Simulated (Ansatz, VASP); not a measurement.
## Two plane-wave programs on Bi

Contents of INCAR:

```
SYSTEM = Bi
ALGO = Normal ; DIPOL = 0.5 0.5 0.500
EDIFF = 1E-6 ; ENCUT = 520
IDIPOL = 3 ; ISIF = 2
ISMEAR = 0 ; LASPH = .True.
LCHARG = .True. ; LDIPOL = .True.
LELF = .True. ; LREAL = .False.
LVACPOTAV = .True. ; LVHAR = .True.
LWAVE = .False. ; NBANDS = 22
NELM = 100 ; PREC = Accurate
SIGMA = 0.02
```

Contents of KPOINTS:

```
k-points
0
Gamma
  9 9 1
  0 0 0
```

Contents of POSCAR:

```
Bi
1.0
    4.2840000000      0.0000000000      0.0000000000
   -2.1420000000      3.7100528298      0.0000000000
    0.0000000000      0.0000000000     28.0000000000
Bi
2
Direct
    0.3333333333      0.6666666667      0.5196964286
    0.6666666667      0.3333333333      0.4803035714
```

Input for Ansatz:

```yaml
crystal:
  lattice:
    - [4.284, 0.0, 0.0]
    - [-2.142, 3.7100528298, 0.0]
    - [0.0, 0.0, 28.0]
  atoms:
    - { symbol: Bi, position: [0.3333333333, 0.6666666667, 0.5196964286] }
    - { symbol: Bi, position: [0.6666666667, 0.3333333333, 0.4803035714] }
  periodic: [true, true, false]
basis:
  ecutwfc: 420
kpoints:
  mp_grid: { grid: [9, 9, 1] }
hamiltonian:
  xc: lda
scf:
  occupations: { method: gaussian, width: 0.02 }
output:
  forces: true
  stress: true
  eigenvalues: true
```

Alike in both runs: task single point; functional LDA; k mesh 9 × 9 × 1; occupations gaussian, width 0.02 eV; no spin polarisation.

|  | VASP | Ansatz |
| --- | --- | --- |
| version | VASP 6.6.1 | Ansatz 0.2.0 |
| potentials or method | VASP PAW LDA potentials, release 64 (Bi_d), cutoff 520 eV | scalar-relativistic, plane waves, PAW |
| valence electrons in the cell | 30 | 30 |

|  | VASP | Ansatz | Ansatz less VASP |
| --- | --- | --- | --- |
| gap on the k mesh at the Fermi level (eV) | 0.11 | 0.12 | +0.007 |
| least direct gap on the mesh (eV) | 0.29 | 0.27 | -0.020 |
| rms of the force components (eV/Å) | 2.433 | 2.407 | -0.0260 |

LDA's correlation is that of Perdew and Zunger in VASP and of Perdew and Wang (1992) in Ansatz. Atom by atom the forces differ by 0.026 eV/Å (rms over components).

Spin-orbit coupling is off throughout.
